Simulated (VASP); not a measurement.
WS2: single point with LDA

The system is WS2.

```xyz
3
Lattice="1.5859 0.9156 6.2375 -1.5859 0.9156 6.2375 0.0000 -1.8312 6.2375" Properties=species:S:1:pos:R:3 pbc="T T T"
W     0.0000    0.0000   -0.0002
S     0.0000    0.0000    7.7993
S     0.0000    0.0000    4.6759
```

```
Program                : VASP 6.6.1
Task                   : single point
Functional             : LDA
Potentials or basis    : VASP PAW LDA potentials, release 64 (W_sv, S)
Cutoff                 : 520 eV
k mesh                 : 4 × 4 × 4
Occupations            : gaussian, width 0.01 eV
Spin                   : no spin polarisation
Dipole correction      : no
Further INCAR settings : ALGO = Normal; EDIFF = 1e-06; NBANDS = 20
```

The pressure is -4.8 GPa and the largest force is 0.310 eV/Å. The band gap on the k mesh is 1.34 eV (least direct gap 2.28 eV).

Forces in eV/Å, atoms in the order of the input:
```
W    0.000  0.000 -0.004
S    0.000  0.000 -0.306
S    0.000  0.000  0.310
```

Stress tensor (GPa, compression positive):
```
-5.21  0.00  0.00
 0.00 -5.21  0.00
 0.00  0.00 -3.86
```

Levels at points of the mesh, in eV from the valence-band top:
| k point | band 10 | band 11 | band 12 | band 13 | band 14 | band 15 | band 16 | band 17 |
| --- | --- | --- | --- | --- | --- | --- | --- | --- |
| (0.00, 0.00, 0.00) | -2.30 | -2.30 | -1.55 | -1.20 | 2.20 | 2.20 | 2.50 | 2.50 |
| (0.50, 0.00, 0.00) | -4.13 | -2.52 | -1.81 | -1.66 | 2.22 | 2.54 | 3.55 | 3.88 |
| (0.50, 0.50, 0.00) | -4.06 | -3.08 | -1.98 | -1.50 | 2.18 | 2.68 | 3.14 | 4.32 |
| (0.50, 0.50, 0.50) | -3.54 | -2.27 | -2.27 | 0.00 | 2.28 | 2.28 | 2.38 | 2.38 |

It took 36 s on 1 thread of Intel Xeon 8259CL, with other jobs on the host, peak memory 0.25 GiB.

Caveat: the k points lie up to 0.58 Å⁻¹ apart; spin-orbit coupling is left out, which moves the levels of the heavy elements. A k mesh can miss the band edges.
